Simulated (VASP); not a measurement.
Input of a VASP 6.6.1 run:

The input INCAR:

```
PREC = Accurate ; ENCUT = 520
EDIFF = 1E-6 ; ISMEAR = -1
SIGMA = 0.1 ; LREAL = F
LASPH = T ; NELM = 100
ALGO = Normal ; ISIF = 2
LWAVE = F ; LCHARG = F
GGA = CA ; NBANDS = 22
```

The input KPOINTS:

```
Automatic mesh
0
Gamma
  15 15 8
```

File POSCAR:

```
Rh
1.0
    2.7390543591      0.0000000000      0.0000000000
   -1.3695271795      2.3720906574      0.0000000000
    0.0000000000      0.0000000000      4.4190800044
Rh
2
Direct
    0.3333333333      0.6666666667      0.2500000000
    0.6666666667      0.3333333333      0.7500000000
```

Potentials or basis: VASP PAW LDA potentials, release 64 (Rh_pv).

Launch:

```console
$ cat potpaw_LDA.64/Rh_pv/POTCAR > POTCAR
$ mpirun -np 1 vasp_std > vasp.out
```

**Question.** What does it give for the band gap on the k mesh?

**Answer.** Zero (band 15 reaches 11.61 eV, above the bottom of band 16 at 9.42 eV).

**Question.** Estimate the pressure.

**Answer.** -19.1 GPa.

Stress tensor (GPa, compression positive):
```
-18.80   0.00   0.00
  0.00 -18.80   0.00
  0.00   0.00 -19.70
```
